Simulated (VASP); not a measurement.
# AlH4: single point with PBE

AlH4:

```xyz
5
Lattice="-1.7329 1.7329 3.3931 1.7329 -1.7329 3.3931 1.7329 1.7329 -3.3931" Properties=species:S:1:pos:R:3 pbc="T T T"
Al    0.0000    0.0000    0.0000
H     0.0000    0.0000    1.6083
H     0.0000    0.0000    5.1779
H     0.0000    1.7329    0.0000
H     1.7329    0.0000    0.0000
```

```yaml
Program: VASP 6.6.1
Task: single point
Functional: PBE
Potentials_or_basis: VASP PAW PBE potentials, release 64 (Al, H)
Cutoff: 520 eV
k_mesh: 8 × 8 × 8
Occupations: gaussian, width 0.1 eV
Spin: no spin polarisation
```

| Quantity | Value |
| --- | --- |
| Pressure | 4.5 GPa |
| Largest force | 0.523 eV/Å |

Forces in eV/Å, atoms in the order of the input:
```
Al   0.000  0.000  0.000
H    0.000  0.000  0.523
H    0.000  0.000 -0.523
H    0.000  0.000  0.000
H    0.000  0.000  0.000
```

Stress tensor (GPa, compression positive):
```
2.74 0.00 0.00
0.00 2.74 0.00
0.00 0.00 7.89
```

Levels at points of the mesh, in eV from the Fermi level:
```
           k point  band 1  band 2  band 3  band 4  band 5  band 6  band 7
(0.00, 0.00, 0.00)   -8.61    0.10    0.37    0.57    7.00    7.00    7.84
(0.50, 0.00, 0.00)   -5.81   -4.51   -1.16    0.19    7.24    7.56    9.88
(0.50, 0.50, 0.00)   -3.53   -3.37   -2.82   -1.60    3.92    5.53    8.63
(0.50, 0.50, 0.50)   -6.66   -4.62   -0.28    0.60    5.47    5.47   14.52
```

It took 21 s on 1 thread of Intel(R) Xeon(R) Platinum 8259CL CPU @ 2.50GHz (Skylake/Cascade Lake), with other jobs on the host, peak memory 0.17 GiB.
